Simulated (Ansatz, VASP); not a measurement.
**One calculation of TaN, two programs**

```
Ta N
1.0
     3.12339    0.00000    0.00000
     0.00000    3.12339    0.00000
     0.00000    0.00000   18.20860
Ta N
2 2
Direct
  0.00000 0.00000 0.44649
  0.50000 0.50000 0.55351
  0.50000 0.50000 0.43218
  0.00000 0.00000 0.56782
```

Alike in both runs: functional PBE; k mesh 13 × 13 × 1; occupations fermi-dirac, width 0.08 eV; no spin polarisation.

Ansatz relaxed the structure, and its values are those at the end. VASP's run is a single point on that final structure, the one shown.

|  | VASP | Ansatz |
| --- | --- | --- |
| version | VASP 6.6.1 | Ansatz 0.2.0 |
| potentials or method | VASP PAW PBE potentials, release 64 (Ta_pv, N) | PAW with Ansatz's default frozen-core files, scalar-relativistic |
| plane-wave cutoff (eV) | 520 | 420 |
| valence electrons in the cell | 32 | 36 |

|  | VASP | Ansatz | Ansatz less VASP |
| --- | --- | --- | --- |
| rms of the force components (eV/Å) | 0.012 | 0.002 | -0.0100 |

VASP's potentials hold 32 valence electrons a cell and Ansatz's 36, so a difference there can come from the potentials and not from the codes. Ansatz's warnings: stress scf threshold loose.

Spin-orbit coupling is off throughout.
